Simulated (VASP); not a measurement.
Input of a VASP 6.6.1 run:

INCAR

```
SYSTEM = LiMgBN2
PREC     = Accurate       ! precision mode
ENCUT    = 520            ! plane-wave cutoff, eV
EDIFF    = 1E-6           ! SCF threshold, eV
ISMEAR   = 0              ! smearing method
SIGMA    = 0.02           ! smearing width, eV
LREAL    = .FALSE.        ! projectors in reciprocal space
LASPH    = .TRUE.         ! aspherical terms in the spheres
NELM     = 80             ! most SCF steps
ALGO     = Normal         ! electronic algorithm
ISIF     = 2              ! what is computed and relaxed
LWAVE    = .FALSE.        ! write WAVECAR
LCHARG   = .FALSE.        ! write CHGCAR
GGA      = PE             ! functional
NBANDS   = 17             ! bands
```

Contents of KPOINTS:

```
Automatic mesh
0
G
  8 8 8
  0 0 0
```

POSCAR

```
LiMgBN2
1.0
   -1.9041716954      1.9041716954      4.4458473999
    1.9041716954     -1.9041716954      4.4458473999
    1.9041716954      1.9041716954     -4.4458473999
Li Mg B N
1 1 1 2
Direct
    0.2500000000      0.7500000000      0.5000000000
    0.7500000000      0.2500000000      0.5000000000
    0.5000000000      0.5000000000      0.0000000000
    0.6512286243      0.6512286243      0.0000000000
    0.3487713757      0.3487713757      0.0000000000
```

Potentials or basis: VASP PAW PBE potentials, release 64 (Li_sv, Mg, B, N).

The run is started by

```bash
$ cat potpaw_PBE.64/Li_sv/POTCAR potpaw_PBE.64/Mg/POTCAR potpaw_PBE.64/B/POTCAR potpaw_PBE.64/N/POTCAR > POTCAR
$ mpirun -np 1 vasp_std > vasp.out
```

**Question.** Predict the band gap on the k mesh.

**Answer.** 2.62 eV (least direct gap 3.55 eV).

Forces in eV/Å, atoms in the order of the input:
```
Li   0.000  0.000  0.000
Mg   0.000  0.000  0.000
B    0.000  0.000  0.000
N    0.000  0.000 -0.002
N    0.000  0.000  0.002
```

 A k mesh can miss the band edges.
